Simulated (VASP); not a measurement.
# Ta (I4/mmm) in VASP: further runs, part 2 of 2

VASP 6.6.1.

## 3. Single point, PBE

INCAR

```
  PREC = Accurate
  ENCUT = 520
  EDIFF = 1E-7
  ISMEAR = 0
  SIGMA = 0.15
  LREAL = False
  LASPH = True
  NELM = 100
  ALGO = Fast
  ISIF = 2
  LWAVE = False
  LCHARG = False
  GGA = PE
  NBANDS = 12
```

KPOINTS

```
regular mesh
0
Gamma
  22 22 22
```

POSCAR

```
Ta
1.0
   -1.5539139738      1.5539139738      1.8646967685
    1.5539139738     -1.5539139738      1.8646967685
    1.5539139738      1.5539139738     -1.8646967685
Ta
1
Direct
    0.0000000000      0.0000000000      0.0000000000
```

Potentials or basis: VASP PAW PBE potentials, release 64 (Ta_pv).

Run with:

```sh
$ cat potpaw_PBE.64/Ta_pv/POTCAR > POTCAR
$ mpirun -np 1 vasp_std > vasp.out
```

OUTCAR:

```text
PREC = Accurate
   ENCUT = 520
   EDIFF = 1E-7
   ISMEAR = 0
   LREAL = False
   LASPH = True
   NELM = 100
   ISIF = 2
   GGA = PE

 ion  position               nearest neighbor table
   1  0.000  0.000  0.000-

  LATTYP: Found a body centered tetragonal cell.
 ALAT       =     3.1078279476
 C/A-ratio  =     1.2000000000

  Lattice vectors:

 A1 = (  -1.5539139738,   1.5539139738,   1.8646967685)
 A2 = (   1.5539139738,  -1.5539139738,   1.8646967685)
 A3 = (   1.5539139738,   1.5539139738,  -1.8646967685)

Analysis of symmetry for initial positions (statically):
=====================================================================
 Subroutine PRICEL returns:
 Original cell was already a primitive cell.

 Routine SETGRP: Setting up the symmetry group for a
 body centered tetragonal supercell.

 Subroutine GETGRP returns: Found 16 space group operations
 (whereof 16 operations were pure point group operations)
 out of a pool of 16 trial point group operations.

The static configuration has the point symmetry D_4h.

Analysis of symmetry for dynamics (positions and initial velocities):
=====================================================================
 Subroutine PRICEL returns:
 Original cell was already a primitive cell.

 Routine SETGRP: Setting up the symmetry group for a
 body centered tetragonal supercell.

 Subroutine GETGRP returns: Found 16 space group operations
 (whereof 16 operations were pure point group operations)
 out of a pool of 16 trial point group operations.

The dynamic configuration has the point symmetry D_4h.

 Subroutine INISYM returns: Found 16 space group operations
 (whereof 16 operations are pure point group operations),
 and found     1 'primitive' translations

----------------------------------------------------------------------------------------

                                     Primitive cell

  volume of cell :      18.0104

  direct lattice vectors                    reciprocal lattice vectors
    -1.553913974  1.553913974  1.864696768     0.000000000  0.321768134  0.268140112
     1.553913974 -1.553913974  1.864696768     0.321768134  0.000000000  0.268140112
     1.553913974  1.553913974 -1.864696768     0.321768134  0.321768134  0.000000000

  length of vectors
     2.882081074  2.882081074  2.882081074     0.418848244  0.418848244  0.455048859

  position of ions in fractional coordinates (direct lattice)
     0.000000000  0.000000000  0.000000000

  ion indices of the primitive-cell ions
   primitive index   ion index
                 1           1

----------------------------------------------------------------------------------------

 KPOINTS: regular mesh

Automatic generation of k-mesh.
 Grid dimensions read from file:
 generate k-points for:   22   22   22

 Generating k-lattice:

  Cartesian coordinates                     Fractional coordinates (reciprocal lattice)
     0.000000000  0.014625824  0.012188187     0.045454545 -0.000000000  0.000000000
     0.014625824  0.000000000  0.012188187    -0.000000000  0.045454545  0.000000000
     0.014625824  0.014625824  0.000000000     0.000000000  0.000000000  0.045454545

  Length of vectors
     0.019038557  0.019038557  0.020684039

  Shift w.r.t. Gamma in fractional coordinates (k-lattice)
     0.000000000  0.000000000  0.000000000

 Subroutine IBZKPT returns following result:
 ===========================================

 Found    834 irreducible k-points:

 Following reciprocal coordinates:
            Coordinates               Weight
  0.000000  0.000000  0.000000      1.000000
  0.045455 -0.000000  0.000000      8.000000
  0.090909 -0.000000  0.000000      8.000000
  0.136364  0.000000  0.000000      8.000000
  0.181818  0.000000 -0.000000      8.000000
  0.227273 -0.000000  0.000000      8.000000
[... 16 lines left out ...]
  0.500000  0.045455 -0.000000     16.000000
 -0.454545  0.045455 -0.000000     16.000000
 [... further k-points ...]
   k-points           NKPTS =    834   k-points in BZ     NKDIM =    834   number of bands    NBANDS=     12
   number of dos      NEDOS =    301   number of ions     NIONS =      1
   total plane-waves  NPLWV =  13824
   dimension x,y,z NGX =    24 NGY =   24 NGZ =   24
   dimension x,y,z NGXF=    48 NGYF=   48 NGZF=   48
   ions per type =               1
   NGX,Y,Z   is equivalent  to a cutoff of  13.84, 13.84, 13.84 a.u.
   NGXF,Y,Z  is equivalent  to a cutoff of  27.69, 27.69, 27.69 a.u.
 SYSTEM =  unknown system
   PREC   = accura    normal or accurate (medium, high low for compatibility)
   ISTART =      0    job   : 0-new  1-cont  2-samecut
   ICHARG =      2    charge: 1-file 2-atom 10-const
   ISPIN  =      1    spin polarized calculation?
   LNONCOLLINEAR =      F non collinear calculations
   LSORBIT =      F    spin-orbit coupling
   LASPH  =      T    aspherical Exc in radial PAW
   ENCUT  =  520.0 eV  38.22 Ry    6.18 a.u.   5.36  5.36  5.36*2*pi/ulx,y,z
   NELM   =    100;   NELMIN=  2; NELMDL= -5     # of ELM steps
   EDIFF  = 0.1E-06   stopping-criterion for ELM
   LREAL  =      F    real-space projection
   EDIFFG = 0.1E-05   stopping-criterion for IOM
   NSW    =      0    number of steps for IOM
   IBRION =     -1    ionic relax: 0-MD 1-quasi-New 2-CG
   NFREE  =      0    steps in history (QN), initial steepest desc. (CG)
   ISIF   =      2    stress and relaxation
   ISYM   =      2    0-nonsym 1-usesym 2-fastsym
   POTIM  = 0.5000    time-step for ionic-motion
   TEBEG  =    0.0;   TEEND  =   0.0 temperature during run
   PSTRESS=    0.0 pullay stress
   NELECT =      11.0000    total number of electrons
   NUPDOWN=      -1.0000    fix difference up-down
   EMIN   =  10.00;   EMAX   =-10.00  energy-range for DOS
   EFERMI =   0.00;   METHOD = LEGACY
   ISMEAR =     0;   SIGMA  =   0.15  broadening in eV -4-tet -1-fermi 0-gaus
   EFERMI_NEDOS =   21; number of points for ismear=-14 and -15
   IALGO  =     68    algorithm
   IMIX   =      4    mixing-type and parameters
     AMIX     =   0.40;   BMIX     =  1.00
     AMIX_MAG =   1.60;   BMIX_MAG =  1.00
  volume/ion in A,a.u.               =      18.01       121.54
  Fermi-wavevector in a.u.,A,eV,Ry     =   1.388988  2.624806 26.249534  1.929286
  Thomas-Fermi vector in A             =   2.513061
   LORBIT       =      0    0 simple, 1 ext, 2 COOP (PROOUT), +10 PAW based schemes
   GGA     = PE    functional components
   LHFCALC =     F    Hartree Fock is set to
   AEXX    =    0.0000 exact exchange contribution
   IVDW    =     0    specifies the selected vdW correction
   LEPSILON=     F    determine dielectric tensor
   LRPA    =     F    only Hartree local field effects (RPA)
 non-spin polarized calculation
 RMM-DIIS sequential band-by-band and
 Gauss-broadening in eV      SIGMA  =   0.15
  energy-cutoff  :      520.00
  volume of cell :       18.01
 maximum number of plane-waves:       500
 NGX is ok and might be reduce to    24
   NGX = 11   NGY = 11   NGZ = 11

 number of electron      10.9999999 magnetization

 Free energy of the ion-electron system (eV)
  ---------------------------------------------------
  ext. energy  EPLUGINS =         0.00000000
  ---------------------------------------------------
  free energy    TOTEN  =       -11.69643119 eV

  energy without entropy =      -11.68224084  energy(sigma->0) =      -11.68933602

 E-fermi :   5.6582     XC(G=0): -12.6175

 val. band max:        5.6578087091   @ k =  -0.3182   0.2273   0.0455
 cond. band min:       5.6599481482   @ k =  -0.0455   0.2727   0.0455
 fundamental gap:      0.0021394391
 Fermi energy:         5.6582385351

 k-point     1 :       0.0000    0.0000    0.0000
  band No.  band energies     occupation
      1     -27.5915      2.00000
      2     -27.5756      2.00000
      3     -27.5756      2.00000
      4      -2.4303      2.00000
      5       5.8853      0.03226
      6       5.8853      0.03226
      7       7.8273      0.00000
      8       7.8904      0.00000
      9      10.3520      0.00000
     10      18.8941      0.00000
     11      21.8826      0.00000
     12      21.8826      0.00000
[... 331 lines left out ...]
 k-point    24 :      -0.4545    0.0455   -0.0000
  band No.  band energies     occupation
      1     -28.7136      2.00000
      2     -27.8536      2.00000
      3     -27.6304      2.00000
      4       1.1341      2.00000
      5       4.9608      2.00000
      6       6.2508      0.00000
      7       7.6604      0.00000
      8      11.0395      0.00000
      9      12.3132      0.00000
     10      16.9355      0.00000
     11      18.3491      0.00000
     12      20.1874      0.00000

 [... further k-points ...]

------------------------ aborting loop because EDIFF is reached ----------------------------------------

  FORCE on cell =-STRESS in cart. coord.  units (eV):
  Direction    XX          YY          ZZ          XY          YZ          ZX
  --------------------------------------------------------------------------------------
  -------------------------------------------------------------------------------------
  Total        1.2446099      1.2446099     -0.5083546      0.0000000     -0.0000000      0.0000000
  in kB      110.7188820    110.7188820    -45.2225619      0.0000000     -0.0000000      0.0000000
  external PRESSURE =      58.7384007 kB  Pullay stress =       0.0000000 kB

 VOLUME and BASIS-vectors are now :
 -----------------------------------------------------------------------------
  energy-cutoff  :      520.00
  volume of cell :       18.01
      direct lattice vectors                 reciprocal lattice vectors
    -1.553913974  1.553913974  1.864696768     0.000000000  0.321768134  0.268140112
     1.553913974 -1.553913974  1.864696768     0.321768134  0.000000000  0.268140112
     1.553913974  1.553913974 -1.864696768     0.321768134  0.321768134  0.000000000

 POSITION                                       TOTAL-FORCE (eV/Angst)
 -----------------------------------------------------------------------------------
      0.00000      0.00000      0.00000         0.000000      0.000000      0.000000
 -----------------------------------------------------------------------------------
    total drift:                                0.000000      0.000000     -0.000000

  FREE ENERGIE OF THE ION-ELECTRON SYSTEM (eV)
  ---------------------------------------------------
  free  energy   TOTEN  =       -11.6964311940 eV

  energy  without entropy=      -11.6822408444  energy(sigma->0) =      -11.68933602
```

Wall time 1.7 min (1 thread of Intel Xeon 6975P-C, shared host); peak memory 0.29 GiB.

Results:

* Free energy: -11.6964 eV
* Pressure: 5.9 GPa

Stress tensor (GPa, compression positive):
```
11.07  0.00  0.00
 0.00 11.07  0.00
 0.00  0.00 -4.52
```

Levels at points of the mesh, in eV from the Fermi level:
```csv
k point,band 2,band 3,band 4,band 5,band 6,band 7,band 8,band 9
"(0.00, 0.00, 0.00)",-33.23,-33.23,-8.09,0.23,0.23,2.17,2.23,4.69
"(0.50, 0.00, 0.00)",-33.52,-33.28,-4.57,-0.74,1.11,1.85,5.43,7.07
"(0.50, 0.50, 0.00)",-33.71,-33.40,-4.48,-2.91,2.38,5.59,5.88,7.75
"(0.50, 0.50, 0.50)",-33.86,-33.86,-4.24,-3.64,5.58,6.31,6.94,6.94
```

Caveat: spin-orbit coupling is left out, which moves the levels of the heavy elements.
